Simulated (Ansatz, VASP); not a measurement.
# In3Sb: VASP beside Ansatz

```
CELL_PARAMETERS angstrom
4.83696 0.00000 0.00000
0.00000 4.83696 0.00000
0.00000 0.00000 4.83696
ATOMIC_POSITIONS crystal
In 0.50000 0.50000 0.00000
In 0.50000 0.00000 0.50000
In 0.00000 0.50000 0.50000
Sb 0.00000 0.00000 0.00000
```

Alike in both runs: task single point; functional r2SCAN; k mesh 8 × 8 × 8; occupations gaussian, width 0.1 eV; no spin polarisation.

|  | VASP | Ansatz |
| --- | --- | --- |
| version | VASP 6.6.1 | Ansatz 0.2.0 |
| potentials or method | VASP PAW PBE potentials, release 64 (In_d, Sb), cutoff 520 eV | scalar-relativistic, plane waves, PAW |
| valence electrons in the cell | 44 | 54 |

```tsv
	VASP	Ansatz	Ansatz less VASP
gap on the k mesh at the Fermi level (eV)	none	none	-
pressure (GPa)	-1.4	-1.4	+0.01
```

VASP's potentials were made for PBE, not for r2SCAN. A gap of «none» marks a metal or a gap that the smearing closes. With one functional, cell and mesh, what is left measures potentials, basis and numerics. VASP's potentials hold 44 valence electrons a cell and Ansatz's 54, so a difference there can come from the potentials and not from the codes.

Neither program's run includes spin-orbit coupling.
